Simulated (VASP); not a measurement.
# TaN (P-6m2) in VASP: further runs, part 2 of 2

VASP 6.6.1. The steps go on from the part before.

**3. Single point, PBE, collinear spin, ferromagnetic start (volume scaled by 1.06, then relaxed in part)**

File INCAR:

```
ALGO     = Normal         # electronic algorithm
EDIFF    = 1E-7           # SCF threshold, eV
ENCUT    = 520            # plane-wave cutoff, eV
GGA      = PE             # functional
ISIF     = 2              # what is computed and relaxed
ISMEAR   = -1             # smearing method
ISPIN    = 2              # spin polarisation
LASPH    = True           # aspherical terms in the spheres
LCHARG   = True           # write CHGCAR
LELF     = True           # ELF
LMAXMIX  = 4              # l up to which the mixer works
LORBIT   = 11             # projections on sites
LREAL    = False          # projectors in reciprocal space
LVHAR    = True         
LWAVE    = False          # write WAVECAR
MAGMOM   = 2 0            # initial moments
NBANDS   = 19             # bands
NELM     = 150            # most SCF steps
PREC     = Accurate       # precision mode
SIGMA    = 0.05           # smearing width, eV
```

File KPOINTS:

```
k-points
0
Gamma
  18 18 16
```

File POSCAR:

```
TaN
1.0
    2.9956213083      0.0000000000      0.0000000000
   -1.4978106542      2.5942841531      0.0000000000
    0.0000000000      0.0000000000      2.9395437670
Ta N
1 1
Direct
    0.3333333333      0.6666666667      0.5000000000
    0.0000000000      0.0000000000      0.0000000000
```

Potentials or basis: VASP PAW PBE potentials, release 64 (Ta_pv, N).

Started as:

```console
$ cat potpaw_PBE.64/Ta_pv/POTCAR potpaw_PBE.64/N/POTCAR > POTCAR
$ mpirun -np 1 vasp_std > vasp.out
```

OUTCAR:

```text
EDIFF = 1E-7
   ENCUT = 520
   GGA = PE
   ISIF = 2
   ISMEAR = -1
   ISPIN = 2
   LASPH = True
   LORBIT = 11
   LREAL = False
   NELM = 150
   PREC = Accurate

 ion  position               nearest neighbor table
   1  0.333  0.667  0.500-   2 2.27   2 2.27   2 2.27   2 2.27   2 2.27   2 2.27
   2  0.000  0.000  0.000-   1 2.27   1 2.27   1 2.27   1 2.27   1 2.27   1 2.27

  LATTYP: Found a hexagonal cell.
 ALAT       =     2.9956213083
 C/A-ratio  =     0.9812801634

  Lattice vectors:

 A1 = (   2.9956213083,   0.0000000000,   0.0000000000)
 A2 = (  -1.4978106542,   2.5942841531,   0.0000000000)
 A3 = (   0.0000000000,   0.0000000000,   2.9395437670)

Analysis of symmetry for initial positions (statically):
=====================================================================
 Subroutine PRICEL returns:
 Original cell was already a primitive cell.

 Routine SETGRP: Setting up the symmetry group for a
 hexagonal supercell.

 Subroutine GETGRP returns: Found 12 space group operations
 (whereof 12 operations were pure point group operations)
 out of a pool of 24 trial point group operations.

The static configuration has the point symmetry D_3h.

Analysis of symmetry for dynamics (positions and initial velocities):
=====================================================================
 Subroutine PRICEL returns:
 Original cell was already a primitive cell.

 Routine SETGRP: Setting up the symmetry group for a
 hexagonal supercell.

 Subroutine GETGRP returns: Found 12 space group operations
 (whereof 12 operations were pure point group operations)
 out of a pool of 24 trial point group operations.

The dynamic configuration has the point symmetry D_3h.

Analysis of structural, dynamic, and magnetic symmetry:
=====================================================================
 Subroutine PRICEL returns:
 Original cell was already a primitive cell.

 Routine SETGRP: Setting up the symmetry group for a
 hexagonal supercell.

 Subroutine GETGRP returns: Found 12 space group operations
 (whereof 12 operations were pure point group operations)
 out of a pool of 24 trial point group operations.

The overall configuration has the point symmetry D_3h.

 Subroutine INISYM returns: Found 12 space group operations
 (whereof 12 operations are pure point group operations),
 and found     1 'primitive' translations

----------------------------------------------------------------------------------------

                                     Primitive cell

  volume of cell :      22.8446

  direct lattice vectors                    reciprocal lattice vectors
     2.995621308  0.000000000  0.000000000     0.333820566  0.192731394  0.000000000
    -1.497810654  2.594284153  0.000000000     0.000000000  0.385462787  0.000000000
     0.000000000  0.000000000  2.939543767     0.000000000  0.000000000  0.340188845

  length of vectors
     2.995621308  2.995621308  2.939543767     0.385462787  0.385462787  0.340188845

  position of ions in fractional coordinates (direct lattice)
     0.333333333  0.666666667  0.500000000
     0.000000000  0.000000000  0.000000000

[... 67 lines left out ...]
   PREC   = accura    normal or accurate (medium, high low for compatibility)
   ISTART =      0    job   : 0-new  1-cont  2-samecut
   ICHARG =      2    charge: 1-file 2-atom 10-const
   ISPIN  =      2    spin polarized calculation?
   LNONCOLLINEAR =      F non collinear calculations
   LSORBIT =      F    spin-orbit coupling
   LASPH  =      T    aspherical Exc in radial PAW
   ENCUT  =  520.0 eV  38.22 Ry    6.18 a.u.   5.57  5.57  5.47*2*pi/ulx,y,z
   NELM   =    150;   NELMIN=  2; NELMDL= -5     # of ELM steps
   EDIFF  = 0.1E-06   stopping-criterion for ELM
   LREAL  =      F    real-space projection
   EDIFFG = 0.1E-05   stopping-criterion for IOM
   NSW    =      0    number of steps for IOM
   IBRION =     -1    ionic relax: 0-MD 1-quasi-New 2-CG
   NFREE  =      0    steps in history (QN), initial steepest desc. (CG)
   ISIF   =      2    stress and relaxation
   ISYM   =      2    0-nonsym 1-usesym 2-fastsym
   POTIM  = 0.5000    time-step for ionic-motion
   TEBEG  =    0.0;   TEEND  =   0.0 temperature during run
   PSTRESS=    0.0 pullay stress
   NELECT =      16.0000    total number of electrons
   NUPDOWN=      -1.0000    fix difference up-down
   EMIN   =  10.00;   EMAX   =-10.00  energy-range for DOS
   EFERMI =   0.00;   METHOD = LEGACY
   ISMEAR =    -1;   SIGMA  =   0.05  broadening in eV -4-tet -1-fermi 0-gaus
   EFERMI_NEDOS =   21; number of points for ismear=-14 and -15
   IALGO  =     38    algorithm
   IMIX   =      4    mixing-type and parameters
     AMIX     =   0.40;   BMIX     =  1.00
     AMIX_MAG =   1.60;   BMIX_MAG =  1.00
  volume/ion in A,a.u.               =      11.42        77.08
  Fermi-wavevector in a.u.,A,eV,Ry     =   1.453851  2.747381 28.758417  2.113684
  Thomas-Fermi vector in A             =   2.571070
   LORBIT       =     11    0 simple, 1 ext, 2 COOP (PROOUT), +10 PAW based schemes
   GGA     = PE    functional components
   LHFCALC =     F    Hartree Fock is set to
   AEXX    =    0.0000 exact exchange contribution
   IVDW    =     0    specifies the selected vdW correction
   LEPSILON=     F    determine dielectric tensor
   LRPA    =     F    only Hartree local field effects (RPA)
 spin polarized calculation
  energy-cutoff  :      520.00
  volume of cell :       22.84
 maximum number of plane-waves:       635
 NGX is ok and might be reduce to    24
   NGX = 11   NGY = 11   NGZ = 11

 number of electron      16.0000000 magnetization      -0.0000413

 number of electron      16.0000000 magnetization       0.0000072

 Free energy of the ion-electron system (eV)
  ---------------------------------------------------
  ext. energy  EPLUGINS =         0.00000000
  ---------------------------------------------------
  free energy    TOTEN  =       -22.40591439 eV

  energy without entropy =      -22.40539576  energy(sigma->0) =      -22.40565507

 E-fermi :   7.6434     XC(G=0): -13.0281

 val. band max:        7.6066574161   @ k =   0.0000   0.0000   0.4375
 cond. band min:       7.6791631868   @ k =   0.0556  -0.0000   0.5000
 fundamental gap:      0.0725057707
 Fermi energy:         7.6434379228

 spin component 1

 k-point     1 :       0.0000    0.0000    0.0000
  band No.  band energies     occupation
      1     -27.3660      1.00000
      2     -27.1288      1.00000
      3     -27.1288      1.00000
      4      -9.6851      1.00000
      5       3.3428      1.00000
      6       3.3428      1.00000
[... 517 lines left out ...]
     18      26.1402      0.00000
     19      29.6623      0.00000

 [... further k-points ...]

 spin component 2

 k-point     1 :       0.0000    0.0000    0.0000
  band No.  band energies     occupation
      1     -27.3660      1.00000
      2     -27.1289      1.00000
      3     -27.1289      1.00000
      4      -9.6851      1.00000
      5       3.3428      1.00000
      6       3.3428      1.00000
[... 517 lines left out ...]
     18      26.1402      0.00000
     19      29.6623      0.00000

 [... further k-points ...]

------------------------ aborting loop because EDIFF is reached ----------------------------------------

  FORCE on cell =-STRESS in cart. coord.  units (eV):
  Direction    XX          YY          ZZ          XY          YZ          ZX
  --------------------------------------------------------------------------------------
  -------------------------------------------------------------------------------------
  Total       -1.8461579     -1.8461579     -1.9653920      0.0000000     -0.0000000      0.0000000
  in kB     -129.4777220   -129.4777220   -137.8400354      0.0000000     -0.0000000      0.0000000
  external PRESSURE =    -132.2651598 kB  Pullay stress =       0.0000000 kB

 VOLUME and BASIS-vectors are now :
 -----------------------------------------------------------------------------
  energy-cutoff  :      520.00
  volume of cell :       22.84
      direct lattice vectors                 reciprocal lattice vectors
     2.995621308  0.000000000  0.000000000     0.333820566  0.192731394  0.000000000
    -1.497810654  2.594284153  0.000000000     0.000000000  0.385462787  0.000000000
     0.000000000  0.000000000  2.939543767     0.000000000  0.000000000  0.340188845

 POSITION                                       TOTAL-FORCE (eV/Angst)
 -----------------------------------------------------------------------------------
     -0.00000      1.72952      1.46977         0.000000      0.000000      0.000000
      0.00000      0.00000      0.00000        -0.000000     -0.000000      0.000000
 -----------------------------------------------------------------------------------
    total drift:                                0.000000     -0.000000     -0.000000

  FREE ENERGIE OF THE ION-ELECTRON SYSTEM (eV)
  ---------------------------------------------------
  free  energy   TOTEN  =       -22.4059143888 eV

  energy  without entropy=      -22.4053957570  energy(sigma->0) =      -22.40565507

 total charge

# of ion       s       p       d       tot
------------------------------------------
    1        0.291   6.232   2.343   8.865
    2        1.227   2.463   0.000   3.689
--------------------------------------------------
tot          1.517   8.694   2.343  12.554

 magnetization (x)

# of ion       s       p       d       tot
------------------------------------------
    1       -0.000  -0.000  -0.000  -0.000
    2        0.000   0.000   0.000   0.000
--------------------------------------------------
tot          0.000   0.000  -0.000   0.000
```

Wall time 2.7 min (1 thread of Intel Xeon 6975P-C, shared host); peak memory 0.33 GiB.

Results:

- Free energy: -22.4059 eV
- Pressure: -13.2 GPa
- Band gap on the k mesh: zero (filled and empty bands overlap)
- Net moment: 0.00 μB per cell
- Valence electrons inside the program's atomic spheres: Ta 8.87; N 3.69

Levels at points of the mesh, in eV from the Fermi level:
Spin up:
| k point | band 6 | band 7 | band 8 | band 9 | band 10 | band 11 |
| --- | --- | --- | --- | --- | --- | --- |
| (0.00, 0.00, 0.00) | -4.30 | -3.94 | -2.84 | 1.79 | 3.33 | 3.33 |
| (0.50, 0.00, 0.00) | -4.89 | -3.23 | -3.06 | 2.80 | 3.69 | 4.89 |
| (0.00, 0.00, 0.50) | -3.54 | -3.54 | -0.06 | -0.06 | 2.24 | 3.17 |
| (0.50, 0.00, 0.50) | -5.94 | -5.35 | -0.46 | 3.77 | 4.92 | 5.54 |
Spin down:
| k point | band 4 | band 5 | band 6 | band 7 | band 8 | band 9 | band 10 | band 11 | band 12 | band 13 |
| --- | --- | --- | --- | --- | --- | --- | --- | --- | --- | --- |
| (0.00, 0.00, 0.00) | -17.33 | -4.30 | -4.30 | -3.94 | -2.84 | 1.79 | 3.33 | 3.33 | 3.69 | 3.69 |
| (0.50, 0.00, 0.00) | -15.26 | -7.94 | -4.89 | -3.23 | -3.06 | 2.80 | 3.69 | 4.89 | 4.90 | 6.90 |
| (0.00, 0.00, 0.50) | -14.99 | -8.98 | -3.54 | -3.54 | -0.06 | -0.06 | 2.24 | 3.17 | 3.17 | 7.71 |
| (0.50, 0.00, 0.50) | -15.44 | -6.98 | -5.94 | -5.35 | -0.46 | 3.77 | 4.92 | 5.54 | 6.56 | 9.41 |

Caveat: spin-orbit coupling is left out, which moves the levels of the heavy elements.
